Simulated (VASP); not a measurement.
# SnO2 in VASP: notebook, part 2 of 2

VASP 6.6.1. Earlier steps stand in the parts before.

**3. Single point, PBE**

This run uses another cell than the first one, of 12.95 Å³/atom.

INCAR reads:

```
SYSTEM = SnO2
PREC = Accurate
ENCUT = 520
EDIFF = 1E-6
ISMEAR = 0
SIGMA = 0.05
LREAL = .FALSE.
LASPH = .TRUE.
NELM = 80
ALGO = Normal
ISIF = 2
LWAVE = .FALSE.
LCHARG = .FALSE.
GGA = PE
NBANDS = 35
```

KPOINTS reads:

```
regular mesh
0
G
  6 6 10
  0 0 0
```

POSCAR reads:

```
SnO2
1.0
    4.9724015235      0.0000000000      0.0000000000
    0.0000000000      4.8275742947      0.0000000000
    0.0000000000      0.0000000000      3.2381011166
Sn O
2 4
Direct
    0.0000000000      0.0000000000      0.0000000000
    0.5000000000      0.5000000000      0.5000000000
    0.3065775573      0.3065775573      0.0000000000
    0.8065775573      0.1934224427      0.5000000000
    0.1934224427      0.8065775573      0.5000000000
    0.6934224427      0.6934224427      0.0000000000
```

Potentials or basis: VASP PAW PBE potentials, release 64 (Sn_d, O).

Command:

```
$ cat potpaw_PBE.64/Sn_d/POTCAR potpaw_PBE.64/O/POTCAR > POTCAR
$ mpirun -np 1 vasp_std > vasp.out
```

OUTCAR:

```text
SYSTEM = SnO2
   PREC = Accurate
   ENCUT = 520
   EDIFF = 1E-6
   ISMEAR = 0
   LREAL = .FALSE.
   LASPH = .TRUE.
   NELM = 80
   ISIF = 2
   GGA = PE

 ion  position               nearest neighbor table
   1  0.000  0.000  0.000-   4 2.10   5 2.10   4 2.10   5 2.10   3 2.12   6 2.12
   2  0.500  0.500  0.500-   3 2.10   6 2.10   3 2.10   6 2.10   5 2.12   4 2.12
   3  0.307  0.307  0.000-   2 2.10   2 2.10   1 2.12
   4  0.807  0.193  0.500-   1 2.10   1 2.10   2 2.12
   5  0.193  0.807  0.500-   1 2.10   1 2.10   2 2.12
   6  0.693  0.693  0.000-   2 2.10   2 2.10   1 2.12

  LATTYP: Found a simple orthorhombic cell.
 ALAT       =     3.2381011166
 B/A-ratio  =     1.4908658256
 C/A-ratio  =     1.5355918004

  Lattice vectors:

 A1 = (   0.0000000000,   0.0000000000,  -3.2381011166)
 A2 = (   0.0000000000,   4.8275742947,   0.0000000000)
 A3 = (   4.9724015235,   0.0000000000,   0.0000000000)

Analysis of symmetry for initial positions (statically):
=====================================================================
 Subroutine PRICEL returns:
 Original cell was already a primitive cell.

 Routine SETGRP: Setting up the symmetry group for a
 simple orthorhombic supercell.

 Subroutine GETGRP returns: Found  8 space group operations
 (whereof  4 operations were pure point group operations)
 out of a pool of  8 trial point group operations.

The static configuration has the point symmetry C_2h.
 The point group associated with its full space group is D_2h.

Analysis of symmetry for dynamics (positions and initial velocities):
=====================================================================
 Subroutine PRICEL returns:
 Original cell was already a primitive cell.

 Routine SETGRP: Setting up the symmetry group for a
 simple orthorhombic supercell.

 Subroutine GETGRP returns: Found  8 space group operations
 (whereof  4 operations were pure point group operations)
 out of a pool of  8 trial point group operations.
[... 132 lines left out ...]
  Fermi-wavevector in a.u.,A,eV,Ry     =   1.431795  2.705700 27.892435  2.050036
  Thomas-Fermi vector in A             =   2.551492
   LORBIT       =      0    0 simple, 1 ext, 2 COOP (PROOUT), +10 PAW based schemes
   GGA     = PE    functional components
   LHFCALC =     F    Hartree Fock is set to
   AEXX    =    0.0000 exact exchange contribution
   IVDW    =     0    specifies the selected vdW correction
   LEPSILON=     F    determine dielectric tensor
   LRPA    =     F    only Hartree local field effects (RPA)
 non-spin polarized calculation
 Gauss-broadening in eV      SIGMA  =   0.05
  energy-cutoff  :      520.00
  volume of cell :       77.73
 maximum number of plane-waves:      2116
 NGX is ok and might be reduce to    40
   NGX = 19   NGY = 17   NGZ = 13

 number of electron      52.0000002 magnetization

 Free energy of the ion-electron system (eV)
  ---------------------------------------------------
  ext. energy  EPLUGINS =         0.00000000
  ---------------------------------------------------
  free energy    TOTEN  =       -37.27667797 eV

  energy without entropy =      -37.27667797  energy(sigma->0) =      -37.27667797

 E-fermi :   5.4057     XC(G=0): -10.8160

 val. band max:        5.1984012527   @ k =   0.0000   0.0000   0.0000
 cond. band min:       5.6119236734   @ k =   0.0000   0.0000   0.0000
 fundamental gap:      0.4135224207
 Fermi energy:         5.4057485248

 k-point     1 :       0.0000    0.0000    0.0000
  band No.  band energies     occupation
      1     -15.8154      2.00000
      2     -15.2349      2.00000
      3     -15.0464      2.00000
      4     -15.0164      2.00000
      5     -15.0164      2.00000
      6     -14.9501      2.00000
[... 901 lines left out ...]
     34      16.8770      0.00000
     35      17.2017      0.00000

 [... further k-points ...]

------------------------ aborting loop because EDIFF is reached ----------------------------------------

  FORCE on cell =-STRESS in cart. coord.  units (eV):
  Direction    XX          YY          ZZ          XY          YZ          ZX
  --------------------------------------------------------------------------------------
  -------------------------------------------------------------------------------------
  Total       -2.7536023     -1.5655435     -1.4157187      0.0000000      0.0000000      0.0000000
  in kB      -56.7578892    -32.2693466    -29.1811223      0.0000000      0.0000000      0.0000000
  external PRESSURE =     -39.4027861 kB  Pullay stress =       0.0000000 kB

 VOLUME and BASIS-vectors are now :
 -----------------------------------------------------------------------------
  energy-cutoff  :      520.00
  volume of cell :       77.73
      direct lattice vectors                 reciprocal lattice vectors
     4.972401524  0.000000000  0.000000000     0.201110066  0.000000000  0.000000000
     0.000000000  4.827574295  0.000000000     0.000000000  0.207143368  0.000000000
     0.000000000  0.000000000  3.238101117     0.000000000  0.000000000  0.308822969

 POSITION                                       TOTAL-FORCE (eV/Angst)
 -----------------------------------------------------------------------------------
      0.00000      0.00000      0.00000         0.000000      0.000000      0.000000
      2.48620      2.41379      1.61905         0.000000      0.000000      0.000000
      1.52443      1.48003      0.00000         0.069794      0.038896      0.000000
      4.01063      0.93376      1.61905         0.069794     -0.038896     -0.000000
      0.96177      3.89381      1.61905        -0.069794      0.038896      0.000000
      3.44797      3.34755      0.00000        -0.069794     -0.038896     -0.000000
 -----------------------------------------------------------------------------------
    total drift:                                0.000000      0.000000     -0.000000

  FREE ENERGIE OF THE ION-ELECTRON SYSTEM (eV)
  ---------------------------------------------------
  free  energy   TOTEN  =       -37.2766779732 eV

  energy  without entropy=      -37.2766779732  energy(sigma->0) =      -37.27667797
```

OSZICAR:

```text
N       E                     dE             d eps       ncg     rms          rms(c)
DAV:   1     0.634001864810E+03    0.63400E+03   -0.25583E+04  7404   0.226E+03
DAV:   2     0.602025050390E+02   -0.57380E+03   -0.54159E+03  7192   0.609E+02
DAV:   3    -0.379480151363E+02   -0.98151E+02   -0.95975E+02  7413   0.207E+02
DAV:   4    -0.432172834848E+02   -0.52693E+01   -0.52275E+01  8511   0.520E+01
DAV:   5    -0.433548712952E+02   -0.13759E+00   -0.13739E+00  8425   0.892E+00    0.154E+01
DAV:   6    -0.372160570699E+02    0.61388E+01   -0.17659E+01 10664   0.647E+01    0.597E+00
DAV:   7    -0.373091724546E+02   -0.93115E-01   -0.20122E+00  7712   0.791E+00    0.315E+00
DAV:   8    -0.372840222861E+02    0.25150E-01   -0.19907E-01  9885   0.371E+00    0.746E-01
DAV:   9    -0.372757343815E+02    0.82879E-02   -0.34521E-02 10912   0.267E+00    0.128E-01
DAV:  10    -0.372766169675E+02   -0.88259E-03   -0.43765E-03  8753   0.616E-01    0.457E-02
DAV:  11    -0.372766794927E+02   -0.62525E-04   -0.20650E-04 10731   0.133E-01    0.239E-02
DAV:  12    -0.372766811305E+02   -0.16378E-05   -0.16041E-05 10032   0.315E-02    0.153E-02
DAV:  13    -0.372766777077E+02    0.34228E-05   -0.11038E-05  8579   0.333E-02    0.339E-03
DAV:  14    -0.372766779732E+02   -0.26541E-06   -0.78320E-07  4440   0.650E-03
   1 F= -.37276678E+02 E0= -.37276678E+02  d E =-.589700E-11
```

It took 87 s on 1 thread of Intel Xeon 6975P-C (Granite Rapids), shared host; peak memory 0.31 GiB.

What came out:

| Quantity | Value |
| --- | --- |
| Free energy | -37.2767 eV |
| Pressure | -3.9 GPa |
| Largest force | 0.080 eV/Å |
| Band gap on the k mesh | 0.41 eV |

Forces in eV/Å, atoms in the order of the input:
```
Sn   0.000  0.000  0.000
Sn   0.000  0.000  0.000
O    0.070  0.039  0.000
O    0.070 -0.039  0.000
O   -0.070  0.039  0.000
O   -0.070 -0.039  0.000
```

Levels at points of the mesh, in eV from the valence-band top:
| k point | band 23 | band 24 | band 25 | band 26 | band 27 | band 28 | band 29 | band 30 |
| --- | --- | --- | --- | --- | --- | --- | --- | --- |
| (0.00, 0.00, 0.00) | -1.19 | -0.81 | -0.66 | 0.00 | 0.41 | 5.53 | 5.92 | 6.06 |
| (0.50, 0.00, 0.00) | -1.17 | -1.17 | -0.55 | -0.55 | 3.58 | 3.58 | 6.74 | 6.74 |
| (0.00, 0.50, 0.00) | -1.20 | -1.20 | -0.65 | -0.65 | 3.60 | 3.60 | 6.74 | 6.74 |
| (0.50, 0.50, 0.00) | -1.30 | -1.30 | -0.85 | -0.85 | 4.01 | 4.01 | 7.00 | 7.00 |
| (0.00, 0.00, 0.50) | -1.45 | -1.45 | -1.14 | -1.14 | 5.27 | 5.27 | 9.09 | 9.09 |
| (0.50, 0.00, 0.50) | -1.03 | -1.03 | -0.82 | -0.82 | 5.50 | 5.50 | 7.27 | 7.27 |
| (0.00, 0.50, 0.50) | -0.93 | -0.93 | -0.76 | -0.76 | 5.51 | 5.51 | 7.29 | 7.29 |
| (0.50, 0.50, 0.50) | -0.90 | -0.90 | -0.77 | -0.77 | 4.06 | 4.06 | 8.41 | 8.41 |

Caveat: the cell stands under tension; semilocal functionals underestimate gaps, and a narrow one can read as zero; spin-orbit coupling is left out, which moves the levels of the heavy elements.
